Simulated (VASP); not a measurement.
# Ru in VASP: further runs, part 2 of 2

VASP 6.6.1. The steps go on from the part before.

## 3. Single point, PBEsol

This run uses another cell than the first one, of 13.31 Å³/atom, 1.013 times its volume.

INCAR reads:

```
PREC = Accurate
ENCUT = 520
EDIFF = 1E-6
ISMEAR = -1
SIGMA = 0.05
LREAL = False
LASPH = True
NELM = 100
ALGO = Normal
ISIF = 2
LWAVE = False
LCHARG = False
GGA = PS
NBANDS = 21
```

KPOINTS reads:

```
regular mesh
0
Gamma
  9 9 5
```

POSCAR reads:

```
Ru
1.0
    2.6881691111      0.0000022886     -0.0000031160
   -1.3440825735      2.3280209026      0.0000013840
   -0.0000049310     -0.0000003180      4.2543944010
Ru
2
Direct
    0.3412225702      0.6838070480      0.2555683031
    0.6745549698      0.3504739920      0.7555676969
```

Potentials or basis: VASP PAW PBE potentials, release 64 (Ru_pv).

Command:

```bash
> cat potpaw_PBE.64/Ru_pv/POTCAR > POTCAR
> mpirun -np 1 vasp_std > vasp.out
```

OUTCAR:

```text
PREC = Accurate
   ENCUT = 520
   EDIFF = 1E-6
   ISMEAR = -1
   LREAL = False
   LASPH = True
   NELM = 100
   ISIF = 2
   GGA = PS

 ion  position               nearest neighbor table
   1  0.341  0.684  0.256-   2 2.63   2 2.63   2 2.63   2 2.63   2 2.63   2 2.63
   2  0.675  0.350  0.756-   1 2.63   1 2.63   1 2.63   1 2.63   1 2.63   1 2.63

  LATTYP: Found a hexagonal cell.
 ALAT       =     2.6881691111
 C/A-ratio  =     1.5826364433

  Lattice vectors:

 A1 = (   2.6881691111,   0.0000022886,  -0.0000031160)
 A2 = (  -1.3440825735,   2.3280209026,   0.0000013840)
 A3 = (  -0.0000049310,  -0.0000003180,   4.2543944010)

Analysis of symmetry for initial positions (statically):
=====================================================================
 Subroutine PRICEL returns:
 Original cell was already a primitive cell.

 Routine SETGRP: Setting up the symmetry group for a
 hexagonal supercell.

 Subroutine GETGRP returns: Found 24 space group operations
 (whereof  1 operations were pure point group operations)
 out of a pool of 24 trial point group operations.

The static configuration has the point symmetry C_1 .
 The point group associated with its full space group is D_6h.

Analysis of symmetry for dynamics (positions and initial velocities):
=====================================================================
 Subroutine PRICEL returns:
 Original cell was already a primitive cell.

 Routine SETGRP: Setting up the symmetry group for a
 hexagonal supercell.

 Subroutine GETGRP returns: Found 24 space group operations
 (whereof  1 operations were pure point group operations)
 out of a pool of 24 trial point group operations.

The dynamic configuration has the point symmetry C_1 .
 The point group associated with its full space group is D_6h.

 Subroutine INISYM returns: Found 24 space group operations
[... 110 lines left out ...]
   EMIN   =  10.00;   EMAX   =-10.00  energy-range for DOS
   EFERMI =   0.00;   METHOD = LEGACY
   ISMEAR =    -1;   SIGMA  =   0.05  broadening in eV -4-tet -1-fermi 0-gaus
   EFERMI_NEDOS =   21; number of points for ismear=-14 and -15
   IALGO  =     38    algorithm
   IMIX   =      4    mixing-type and parameters
     AMIX     =   0.40;   BMIX     =  1.00
     AMIX_MAG =   1.60;   BMIX_MAG =  1.00
  volume/ion in A,a.u.               =      13.31        89.84
  Fermi-wavevector in a.u.,A,eV,Ry     =   1.664819  3.146052 37.710212  2.771622
  Thomas-Fermi vector in A             =   2.751297
   LORBIT       =      0    0 simple, 1 ext, 2 COOP (PROOUT), +10 PAW based schemes
   GGA     = PS    functional components
   LHFCALC =     F    Hartree Fock is set to
   AEXX    =    0.0000 exact exchange contribution
   IVDW    =     0    specifies the selected vdW correction
   LEPSILON=     F    determine dielectric tensor
   LRPA    =     F    only Hartree local field effects (RPA)
 non-spin polarized calculation
  energy-cutoff  :      520.00
  volume of cell :       26.62
 maximum number of plane-waves:       744
 NGX is ok and might be reduce to    20
   NGX =  9   NGY =  9   NGZ = 15

 number of electron      28.0000008 magnetization

 Free energy of the ion-electron system (eV)
  ---------------------------------------------------
  ext. energy  EPLUGINS =         0.00000000
  ---------------------------------------------------
  free energy    TOTEN  =       -20.37474185 eV

  energy without entropy =      -20.36241571  energy(sigma->0) =      -20.36857878

 E-fermi :  13.1603     XC(G=0): -14.4046

 val. band max:       13.1503178671   @ k =   0.1111   0.1111   0.4000
 cond. band min:      13.1735178997   @ k =   0.0000   0.0000   0.4000
 fundamental gap:      0.0232000326
 Fermi energy:        13.1603086133

 k-point     1 :       0.0000    0.0000    0.0000
  band No.  band energies     occupation
      1     -30.6152      2.00000
      2     -29.6329      2.00000
      3     -29.6329      2.00000
      4     -29.4515      2.00000
      5     -29.4515      2.00000
      6     -29.3889      2.00000
[... 565 lines left out ...]
     20      23.2963      0.00000
     21      23.2963      0.00000

 [... further k-points ...]

------------------------ aborting loop because EDIFF is reached ----------------------------------------

  FORCE on cell =-STRESS in cart. coord.  units (eV):
  Direction    XX          YY          ZZ          XY          YZ          ZX
  --------------------------------------------------------------------------------------
  -------------------------------------------------------------------------------------
  Total       -0.0047139     -0.0047139     -0.0083770     -0.0000000      0.0000000      0.0000000
  in kB       -0.2836680     -0.2836678     -0.5040994     -0.0000005      0.0000001      0.0000009
  external PRESSURE =      -0.3571451 kB  Pullay stress =       0.0000000 kB

 VOLUME and BASIS-vectors are now :
 -----------------------------------------------------------------------------
  energy-cutoff  :      520.00
  volume of cell :       26.62
      direct lattice vectors                 reciprocal lattice vectors
     2.688169111  0.000002289 -0.000003116     0.372000223  0.214774282  0.000000447
    -1.344082573  2.328020903  0.000001384    -0.000000366  0.429549197  0.000000032
    -0.000004931 -0.000000318  4.254394401     0.000000272  0.000000018  0.235051080

 POSITION                                       TOTAL-FORCE (eV/Angst)
 -----------------------------------------------------------------------------------
     -0.00183      1.59192      1.08729        -0.000000      0.000000     -0.000000
      1.34225      0.81591      3.21448         0.000000     -0.000000      0.000000
 -----------------------------------------------------------------------------------
    total drift:                               -0.000028      0.001484      0.000663

  FREE ENERGIE OF THE ION-ELECTRON SYSTEM (eV)
  ---------------------------------------------------
  free  energy   TOTEN  =       -20.3747418528 eV

  energy  without entropy=      -20.3624157068  energy(sigma->0) =      -20.36857878
```

stdout:

```text
POSCAR found type information on POSCAR Ru
 POSCAR found :  1 types and       2 ions
 scaLAPACK will be used
 -----------------------------------------------------------------------------
|                                                                             |
|                                                                             |
|     You enforced a specific xc type in the INCAR file but a different       |
|     I HOPE YOU KNOW WHAT YOU ARE DOING!                                     |
|                                                                             |
 -----------------------------------------------------------------------------

 LDA part: xc-table for (Slater+PW92), standard interpolation
 POSCAR, INCAR and KPOINTS ok, starting setup
 FFT: planning ... GRIDC
 FFT: planning ... GRID_SOFT
 FFT: planning ... GRID
 WAVECAR not read
 entering main loop
```

Run time: 9.1 s. Hardware: 1 thread of AMD EPYC 7R13 (Zen 3), shared host; peak memory 0.11 GiB.

Results:

```
Free energy            : -20.3747 eV
Pressure               : 0.0 GPa
Band gap on the k mesh : zero (band 14 reaches 14.57 eV, above the bottom of band 15 at 11.42 eV)
```

Caveat: the PAW data sets were made with another functional, which shifts forces and pressure a little.

## 4. Relaxation of cell and atoms, PBEsol

This run uses another cell than the first one, of 13.57 Å³/atom, 1.032 times its volume.

INCAR reads:

```
ALGO = Normal
EDIFF = 1E-6
EDIFFG = -0.01
ENCUT = 600
GGA = PS
IBRION = 2
ISIF = 3
ISMEAR = -1
LASPH = True
LCHARG = False
LREAL = False
LWAVE = False
NELM = 100
NSW = 100
PREC = Accurate
SIGMA = 0.05
```

KPOINTS reads:

```
k-points
0
Gamma
  9 9 5
```

POSCAR reads:

```
Ru
1.0
    2.7058000000      0.0000000000      0.0000000000
   -1.3529000000      2.3432915376      0.0000000000
    0.0000000000      0.0000000000      4.2819000000
Ru
2
Direct
    0.3272430433      0.6845396667      0.2590884200
    0.6885344967      0.3497413733      0.7520475800
```

Command:

```bash
> cat potpaw_PBE.64/Ru_pv/POTCAR > POTCAR
> mpirun -np 1 vasp_std > vasp.out
```

Run time: 5.9 min. Hardware: 1 thread of AMD EPYC 7R13 (Zen 3), shared host; peak memory 0.21 GiB.

The run converged. Its results:

```
Free energy                            : -20.3759 eV
Relaxed volume                         : 13.31 Å³/atom
Relaxed cell                           : a = 2.688 Å, b = 2.688 Å, c = 4.254 Å, α = 90.00°, β = 90.00°, γ = 119.98°
Space group after relaxing (to 0.05 Å) : P6_3/mmc (No. 194)
Energy gained by relaxing              : 18.2 meV/atom
Ionic steps                            : 10
Pressure after relaxing                : 0.0 GPa
Largest force after relaxing           : 0.009 eV/Å
Band gap on the k mesh                 : zero (band 14 reaches 14.58 eV, above the bottom of band 15 at 11.42 eV)
```

Forces on the atoms (eV/Å):
```
Ru  -0.004 -0.003 -0.007
Ru   0.004  0.003  0.007
```

Stress tensor (GPa, compression positive):
```
-0.02 -0.08  0.01
-0.08 -0.06  0.00
 0.01  0.00  0.07
```

The path:
| step | energy change (eV) | largest force (eV/Å) | pressure (GPa) | volume (Å³) |
| --- | --- | --- | --- | --- |
| 1 | 0.0000 | 0.6498 | -6.13 | 27.15 |
| 2 | 0.0682 | 0.1303 | 22.81 | 25.16 |
| 3 | -0.0219 | 0.4795 | 2.37 | 26.46 |
| 4 | -0.0321 | 0.1584 | -0.80 | 26.68 |
| 5 | -0.0332 | 0.1189 | -0.15 | 26.63 |
| 6 | -0.0359 | 0.0828 | -0.04 | 26.62 |
| 7 | -0.0361 | 0.0755 | -0.01 | 26.62 |
| 8 | -0.0364 | 0.0131 | 0.00 | 26.62 |
| 9 | -0.0364 | 0.0133 | 0.01 | 26.62 |
| 10 | -0.0364 | 0.0088 | 0.00 | 26.62 |

Final structure:
```
Ru
1.0
     2.68790    0.00060   -0.00011
    -1.34344    2.32798    0.00006
    -0.00018   -0.00001    4.25350
Ru
2
Direct
  0.34132 0.68395 0.25563
  0.67446 0.35033 0.75551
```

Levels at points of the mesh, in eV from the Fermi level:
```tsv
k point	band 10	band 11	band 12	band 13	band 14	band 15	band 16	band 17	band 18
(0.00, 0.00, 0.00)	-2.79	-2.60	-2.10	-2.09	-1.53	-1.53	1.13	1.13	1.17
```

Caveat: the PAW data sets were made with another functional, which shifts forces and pressure a little.

## 5. Single point, PBEsol

This run uses another cell than the first one, of 13.31 Å³/atom, 1.012 times its volume.

INCAR reads:

```
SYSTEM = Ru
ALGO = Normal
EDIFF = 1E-7
ENCUT = 520
GGA = PS
ISIF = 2
ISMEAR = -1
LASPH = .TRUE.
LCHARG = .TRUE.
LELF = .TRUE.
LREAL = .FALSE.
LVHAR = .TRUE.
LWAVE = .FALSE.
NBANDS = 21
NELM = 100
PREC = Accurate
SIGMA = 0.05
```

KPOINTS reads:

```
k-points
0
G
  9 9 5
  0 0 0
```

POSCAR reads:

```
Ru
1.0
    2.6881721157      0.0000011682     -0.0000026384
   -1.3440850461      2.3280241646      0.0000012299
   -0.0000041753     -0.0000001631      4.2542634902
Ru
2
Direct
    0.3412236139      0.6838072162      0.2555695350
    0.6745539261      0.3504738238      0.7555664650
```

Command:

```bash
> cat potpaw_PBE.64/Ru_pv/POTCAR > POTCAR
> mpirun -np 1 vasp_std > vasp.out
```

Wall time 11 s (1 thread of AMD EPYC 7R13 (Zen 3), shared host); peak memory 0.11 GiB.

Results (log left out):

```
Free energy            : -20.3747 eV
Pressure               : -0.1 GPa
Band gap on the k mesh : zero (band 14 reaches 14.57 eV, above the bottom of band 15 at 11.42 eV)
```

Levels at points of the mesh, in eV from the Fermi level:
```csv
k point,band 11,band 12,band 13,band 14,band 15,band 16,band 17,band 18
"(0.00, 0.00, 0.00)",-2.60,-2.09,-2.09,-1.53,-1.53,1.13,1.13,1.16
```

Caveat: the PAW data sets were made with another functional, which shifts forces and pressure a little.

## 6. Relaxation of cell and atoms, PBEsol

This run uses another cell than the first one, of 13.57 Å³/atom, 1.032 times its volume.

INCAR reads:

```
SYSTEM = Ru
PREC     = Accurate       ! precision mode
ENCUT    = 600            ! plane-wave cutoff, eV
EDIFF    = 1E-7           ! SCF threshold, eV
ISMEAR   = -1             ! smearing method
SIGMA    = 0.05           ! smearing width, eV
LREAL    = .FALSE.        ! projectors in reciprocal space
LASPH    = .TRUE.         ! aspherical terms in the spheres
NELM     = 100            ! most SCF steps
ALGO     = Normal         ! electronic algorithm
ISIF     = 3              ! what is computed and relaxed
LWAVE    = .FALSE.        ! write WAVECAR
LCHARG   = .FALSE.        ! write CHGCAR
GGA      = PS             ! functional
IBRION   = 2              ! ionic algorithm
NSW      = 100            ! ionic steps
EDIFFG   = -0.01          ! ionic threshold
```

KPOINTS reads:

```
regular mesh
0
G
  9 9 5
  0 0 0
```

POSCAR reads:

```
Ru
1.0
    2.7058000000      0.0000000000      0.0000000000
   -1.3529000000      2.3432915376      0.0000000000
    0.0000000000      0.0000000000      4.2819000000
Ru
2
Direct
    0.3272430433      0.6845396667      0.2590884200
    0.6885344967      0.3497413733      0.7520475800
```

Potentials or basis: VASP PAW PBE potentials, release 64 (Ru_pv).

Command:

```bash
> cat potpaw_PBE.64/Ru_pv/POTCAR > POTCAR
> mpirun -np 1 vasp_std > vasp.out
```

OUTCAR:

```text
SYSTEM = Ru
   PREC = Accurate
   ENCUT = 600
   EDIFF = 1E-7
   ISMEAR = -1
   LREAL = .FALSE.
   LASPH = .TRUE.
   NELM = 100
   ISIF = 3
   GGA = PS
   IBRION = 2
   NSW = 100
   EDIFFG = -0.01

 ion  position               nearest neighbor table
   1  0.327  0.685  0.259-   2 2.59   2 2.63   2 2.64   2 2.67   2 2.67   2 2.72
   2  0.689  0.350  0.752-   1 2.59   1 2.63   1 2.64   1 2.67   1 2.67   1 2.72

  LATTYP: Found a hexagonal cell.
 ALAT       =     2.7058000000
 C/A-ratio  =     1.5824894671

  Lattice vectors:

 A1 = (   2.7058000000,   0.0000000000,   0.0000000000)
 A2 = (  -1.3529000000,   2.3432915376,   0.0000000000)
 A3 = (   0.0000000000,   0.0000000000,   4.2819000000)

Analysis of symmetry for initial positions (statically):
=====================================================================
 Subroutine PRICEL returns:
 Original cell was already a primitive cell.

 Routine SETGRP: Setting up the symmetry group for a
 hexagonal supercell.

 Subroutine GETGRP returns: Found  2 space group operations
 (whereof  1 operations were pure point group operations)
 out of a pool of 24 trial point group operations.

The static configuration has the point symmetry C_1 .
 The point group associated with its full space group is S_2 .

Analysis of symmetry for dynamics (positions and initial velocities):
=====================================================================
 Subroutine PRICEL returns:
 Original cell was already a primitive cell.

 Routine SETGRP: Setting up the symmetry group for a
 hexagonal supercell.

 Subroutine GETGRP returns: Found  2 space group operations
 (whereof  1 operations were pure point group operations)
 out of a pool of 24 trial point group operations.

The dynamic configuration has the point symmetry C_1 .
 The point group associated with its full space group is S_2 .

[... 138 lines left out ...]

 number of electron      28.0000000 magnetization

 Free energy of the ion-electron system (eV)
  ---------------------------------------------------
  ext. energy  EPLUGINS =         0.00000000
  ---------------------------------------------------
  free energy    TOTEN  =       -20.33941840 eV

  energy without entropy =      -20.32837976  energy(sigma->0) =      -20.33389908

------------------------ aborting loop because EDIFF is reached ----------------------------------------

  FORCE on cell =-STRESS in cart. coord.  units (eV):
  Direction    XX          YY          ZZ          XY          YZ          ZX
  --------------------------------------------------------------------------------------
  -------------------------------------------------------------------------------------
  Total       -1.0861020     -1.0171650     -1.0317424      0.3869046     -0.0037354     -0.0462522
  in kB      -64.0947801    -60.0265584    -60.8868247     22.8326291     -0.2204397     -2.7295104
  external PRESSURE =     -61.6693877 kB  Pullay stress =       0.0000000 kB
[... 89 lines left out ...]
  FREE ENERGIE OF THE ION-ELECTRON SYSTEM (eV)
  ---------------------------------------------------
  free  energy   TOTEN  =       -20.3612763712 eV

  energy  without entropy=      -20.3508896732  energy(sigma->0) =      -20.35608302

[... ionic steps 4 to 8 ...]

--------------------------------------- Ionic step        9  -------------------------------------------

 number of electron      28.0000005 magnetization

------------------------ aborting loop because EDIFF is reached ----------------------------------------
[... 67 lines left out ...]
--------------------------------------- Ionic step       11  -------------------------------------------

 number of electron      28.0000005 magnetization

 Free energy of the ion-electron system (eV)
  ---------------------------------------------------
  ext. energy  EPLUGINS =         0.00000000
  ---------------------------------------------------
  free energy    TOTEN  =       -20.37586382 eV

  energy without entropy =      -20.36354979  energy(sigma->0) =      -20.36970681

 E-fermi :  13.1665     XC(G=0): -14.4063

 val. band max:       13.1579648055   @ k =  -0.1111  -0.1111   0.4000
 cond. band min:      13.1769375414   @ k =   0.0000   0.0000   0.4000
 fundamental gap:      0.0189727359
 Fermi energy:        13.1665348472

 k-point     1 :       0.0000    0.0000    0.0000
  band No.  band energies     occupation
      1     -30.6101      2.00000
      2     -29.6274      2.00000
      3     -29.6268      2.00000
      4     -29.4457      2.00000
      5     -29.4454      2.00000
      6     -29.3828      2.00000
[... 481 lines left out ...]
      5     -29.6424      2.00000
      6     -29.6165      2.00000
[... 10 lines left out ...]
     17      15.8016      0.00000
     18      22.2200      0.00000

 [... further k-points ...]

------------------------ aborting loop because EDIFF is reached ----------------------------------------

  FORCE on cell =-STRESS in cart. coord.  units (eV):
  Direction    XX          YY          ZZ          XY          YZ          ZX
  --------------------------------------------------------------------------------------
  -------------------------------------------------------------------------------------
  Total        0.0101160      0.0053165      0.0072243     -0.0032870      0.0001627      0.0004672
  in kB        0.6089422      0.3200304      0.4348732     -0.1978635      0.0097946      0.0281217
  external PRESSURE =       0.4546152 kB  Pullay stress =       0.0000000 kB
[... 17 lines left out ...]
  FREE ENERGIE OF THE ION-ELECTRON SYSTEM (eV)
  ---------------------------------------------------
  free  energy   TOTEN  =       -20.3758638248 eV

  energy  without entropy=      -20.3635497948  energy(sigma->0) =      -20.36970681

 reached required accuracy - stopping structural energy minimisation
```

It took 8 min on 1 thread of AMD EPYC 7R13 (Zen 3), shared host; peak memory 0.21 GiB.

What came out:

```yaml
Free_energy: -20.3759 eV
Relaxed_volume: 13.31 Å³/atom
Relaxed_cell: a = 2.687 Å, b = 2.688 Å, c = 4.254 Å, α = 90.00°, β = 90.00°, γ = 119.99°
Space_group_after_relaxing_to_0.05_Å: P6_3/mmc (No. 194)
Energy_gained_by_relaxing: 18.2 meV/atom
Ionic_steps: 11
Pressure_after_relaxing: 0.0 GPa
Largest_force_after_relaxing: 0.005 eV/Å
Band_gap_on_the_k_mesh: zero (band 14 reaches 14.58 eV, above the bottom of band 15 at 11.42 eV)
```

Forces on the atoms (eV/Å):
```
Ru   0.001 -0.005 -0.002
Ru  -0.001  0.005  0.002
```

Step by step:
```tsv
step	energy change (eV)	largest force (eV/Å)	pressure (GPa)	volume (Å³)
1	0.0000	0.6497	-6.17	27.15
2	0.0698	0.1301	22.99	25.15
3	-0.0219	0.4811	2.30	26.46
4	-0.0321	0.1534	-0.82	26.69
5	-0.0331	0.1189	-0.17	26.63
6	-0.0359	0.0838	-0.04	26.62
7	-0.0360	0.0780	0.00	26.62
8	-0.0364	0.0130	-0.03	26.62
9	-0.0364	0.0126	-0.03	26.62
10	-0.0364	0.0072	0.08	26.61
11	-0.0364	0.0052	0.05	26.62
```

Final structure:
```xyz
2
Lattice="2.6875 0.0002 0.0000 -1.3436 2.3279 0.0000 0.0000 0.0000 4.2541" Properties=species:S:1:pos:R:3 pbc="T T T"
Ru   -0.0019    1.5924    1.0873
Ru    1.3421    0.8155    3.2142
```

Levels at points of the mesh, in eV from the Fermi level:
```csv
k point,band 12,band 13,band 14,band 15,band 16,band 17
"(0.00, 0.00, 0.00)",-2.09,-2.09,-1.53,-1.53,1.13,1.13
```

Caveat: the PAW data sets were made with another functional, which shifts forces and pressure a little.

## 7. Summary

```tsv
task	level	U	cell	cutoff (eV)	gap on the mesh (eV)	pressure (GPa)
single point	PBEsol+U	Ru d U = 6.0 eV	a = 2.679, b = 2.679, c = 4.229 Å, angles 90.0, 90.0, 120.0°, 2 atoms	520	none	-6.0
single point	PBEsol	-	a = 2.688, b = 2.688, c = 4.254 Å, angles 90.0, 90.0, 120.0°, 2 atoms	520	none	-0.1
relaxation of cell and atoms	PBEsol	-	relaxed from a = 2.706, b = 2.706, c = 4.282 Å, angles 90.0, 90.0, 120.0°, 2 atoms	600	none	0.0
```

Alike in all rows: potentials or basis VASP PAW PBE potentials, release 64 (Ru_pv); no spin polarisation; k mesh 9 × 9 × 5; smearing fermi-dirac 0.05 eV.

Caveats: the PAW data sets were made with another functional, which shifts forces and pressure a little; U without spin polarisation on a metal has little footing (some runs); the U is typed as a test and isn't derived for this compound (some runs).

Total energies depend on the potentials used, so only differences within one code and one set of settings carry meaning.
